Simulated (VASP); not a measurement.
Wanted: the native input for a VASP 6.6.1 run.

```yaml
Task: single point
Functional: PBE
Dispersion: D3(BJ)
Potentials_or_basis: VASP PAW PBE potentials, release 64 (Pb_d)
Cutoff: 520 eV
k_mesh: 14 × 14 × 14
Occupations: gaussian, width 0.1 eV
Spin: no spin polarisation
Dipole_correction: no
k_mesh_for_the_DOS: 21 × 21 × 21
Occupations_for_the_DOS: tetrahedron
Further_INCAR_settings: ALGO = Fast; EDIFF = 1e-06; NBANDS = 13
```

Pb:

```xyz
1
Lattice="0.0000 2.4795 2.4795 2.4795 0.0000 2.4795 2.4795 2.4795 0.0000" Properties=species:S:1:pos:R:3 pbc="T T T"
Pb    0.0000    0.0000    0.0000
```

One way to write it, as run:

POSCAR

```
Pb
1.0
    0.0000000000      2.4795414675      2.4795414675
    2.4795414675      0.0000000000      2.4795414675
    2.4795414675      2.4795414675      0.0000000000
Pb
1
Direct
    0.0000000000      0.0000000000      0.0000000000
```

INCAR.step1

```
PREC = Accurate
ENCUT = 520
EDIFF = 1E-6
ISMEAR = 0
SIGMA = 0.1
LREAL = F
LASPH = T
NELM = 100
ALGO = Fast
ISIF = 2
LWAVE = F
LCHARG = T
GGA = PE
IVDW = 12
NBANDS = 13
```

KPOINTS.step1

```
Automatic mesh
0
Gamma
  14 14 14
```

INCAR.step2

```
PREC = Accurate
ENCUT = 520
EDIFF = 1E-6
ISMEAR = -5
SIGMA = 0.1
LREAL = F
LASPH = T
NELM = 100
ALGO = Fast
ISIF = 2
LWAVE = F
LCHARG = F
GGA = PE
IVDW = 12
LORBIT = 11
NBANDS = 13
NEDOS = 2001
ICHARG = 11
```

KPOINTS.step2

```
Automatic mesh
0
Gamma
  21 21 21
```

Potentials or basis: VASP PAW PBE potentials, release 64 (Pb_d).

The run is started by

```console
$ cat potpaw_PBE.64/Pb_d/POTCAR > POTCAR
$ cp INCAR.step1 INCAR
$ cp KPOINTS.step1 KPOINTS
$ mpirun -np 1 vasp_std > vasp.out
$ cp INCAR.step2 INCAR
$ cp KPOINTS.step2 KPOINTS
$ mpirun -np 1 vasp_std > vasp.out
```

Results of the run:

The valence electrons inside the program's atomic spheres are Pb 11.96 and the dispersion energy per atom is -0.407 eV.

It took 2.9 min on 1 thread of Intel Xeon 8259CL (shared host), peak memory 0.24 GiB.
